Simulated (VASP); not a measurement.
A run of VASP 6.6.1 is set up as follows.

File INCAR:

```
SYSTEM = W
  ALGO = Normal
  EDIFF = 1E-6
  ENCUT = 500
  GGA = LIBXC
  GGA_COMPAT = .FALSE.
  ISIF = 2
  ISMEAR = 1
  LASPH = .TRUE.
  LCHARG = .FALSE.
  LIBXC1 = GGA_X_B88
  LIBXC2 = GGA_C_PBE
  LREAL = .FALSE.
  LWAVE = .FALSE.
  NBANDS = 13
  NELM = 120
  PREC = Accurate
  SIGMA = 0.01
```

Contents of KPOINTS:

```
k-points
0
G
  12 12 12
  0 0 0
```

The input POSCAR:

```
W
1.0
   -1.5717249149      1.5717249149      1.5717249149
    1.5717249149     -1.5717249149      1.5717249149
    1.5717249149      1.5717249149     -1.5717249149
W
1
Direct
    0.0000000000      0.0000000000      0.0000000000
```

Potentials or basis: VASP PAW PBE potentials, release 64 (W_sv).

Command:

```sh
$ cat potpaw_PBE.64/W_sv/POTCAR > POTCAR
$ mpirun -np 1 vasp_std > vasp.out
```

(1) Predict the band gap on the k mesh.

(2) What does it give for the pressure?

Answers

(1) zero (bands 7 and 8 overlap by 6.58 eV).

(2) 12.5 GPa.

Caveat: the cell stands under pressure; the PAW data sets were made with another functional, which shifts forces and pressure a little; spin-orbit coupling is left out, which moves the levels of the heavy elements.
